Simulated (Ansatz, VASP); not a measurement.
## One calculation of SnS7, two programs

```
Sn S
1.0
     0.00000    4.41946    4.41946
     4.41946    0.00000    4.41946
     4.41946    4.41946    0.00000
Sn S
1 7
Direct
  0.00000 0.00000 0.00000
  0.50000 0.50000 0.50000
  0.00000 0.50000 0.00000
  0.50000 0.00000 0.00000
  0.00000 0.50000 0.50000
  0.50000 0.00000 0.50000
  0.00000 0.00000 0.50000
  0.50000 0.50000 0.00000
```

Change from the starting cell: species swapped into the SbPt7 type (Fm-3m, No. 225).

Alike in both runs: task relaxation of cell and atoms; functional PBE; k mesh 4 × 4 × 4; occupations gaussian, width 0.1 eV; no spin polarisation.

|  | VASP | Ansatz |
| --- | --- | --- |
| version | VASP 6.6.1 | Ansatz 0.2.0 |
| potentials or method | VASP PAW PBE potentials, release 64 (Sn_d, S), cutoff 600 eV | scalar-relativistic, plane waves, PAW |
| valence electrons in the cell | 56 | 56 |

Ansatz gave:

```
gap on the k mesh at the Fermi level, each at its own relaxed structure (eV) : none
relaxed volume (Å³/atom)                                                     : 17.77
relaxed length of the cell vector where the two differ most in proportion (Å)              : 5.858
```

**Question.** What did VASP give for the same quantities?

**Answer.** gap on the k mesh at the Fermi level, each at its own relaxed structure (eV): none; relaxed volume (Å³/atom): 17.76; relaxed length of the cell vector where the two differ most in proportion (Å): 5.857.

A gap of «none» marks a metal or a gap that the smearing closes.

Noted on VASP's run: the volume moved by over 15 % at a fixed basis, so the end points are rough.
